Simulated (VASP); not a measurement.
Runs of VASP 6.6.1 on BN. The structure is that of space group P3m1 (No. 156), or close to it. The cells are those of the table. 

| cell | gap on the mesh (eV) | pressure (GPa) | largest force (eV/Å) |
| --- | --- | --- | --- |
| a = 2.563, b = 2.563, c = 13.306 Å, angles 90.0, 90.0, 60.0°, 12 atoms | 2.03 | -6.4 | 2.57 |
| a = 2.563, b = 2.563, c = 13.056 Å, angles 90.0, 90.0, 60.0°, 12 atoms | 3.05 | -6.1 | 1.91 |
| a = 2.563, b = 2.563, c = 14.056 Å, angles 90.0, 90.0, 60.0°, 12 atoms | (c) | (b) | 3.76 |
| a = 2.563, b = 2.563, c = 17.056 Å, angles 90.0, 90.0, 60.0°, 12 atoms | none | -2.2 | 3.29 |
| a = 2.563, b = 2.563, c = 13.556 Å, angles 90.0, 90.0, 60.0°, 12 atoms | 1.18 | -6.1 | 3.09 |
| a = 2.563, b = 2.563, c = 18.556 Å, angles 90.0, 90.0, 60.0°, 12 atoms | none | -2.0 | 3.35 |
| a = 2.563, b = 2.563, c = 12.256 Å, angles 90.0, 90.0, 60.0°, 12 atoms | 3.95 | 16.6 | 12.69 |
| a = 2.563, b = 2.563, c = 14.556 Å, angles 90.0, 90.0, 60.0°, 12 atoms | none | -3.9 | 3.79 |
| a = 2.563, b = 2.563, c = 15.556 Å, angles 90.0, 90.0, 60.0°, 12 atoms | none | (a) | 3.30 |

Alike in all rows: task single point; level PBE; potentials or basis VASP PAW PBE potentials, release 64 (B, N); no spin polarisation; k mesh 10 × 10 × 2; cutoff (eV) 520; smearing gaussian 0.05 eV.

Question: Fill in the values left out.

Answer: (a) -2.7; (b) -4.9; (c) 0.15.

Caveats: forces of over 1 eV/Å act on the atoms, so gaps and moduli don't describe the material at rest; the cell stands under tension (at least some runs); semilocal functionals underestimate gaps, and a narrow one can read as zero (at least some runs); the cell stands under pressure (at least some runs).

A k mesh can miss the band edges.

A gap of «none» marks levels without a gap at the run's occupations.
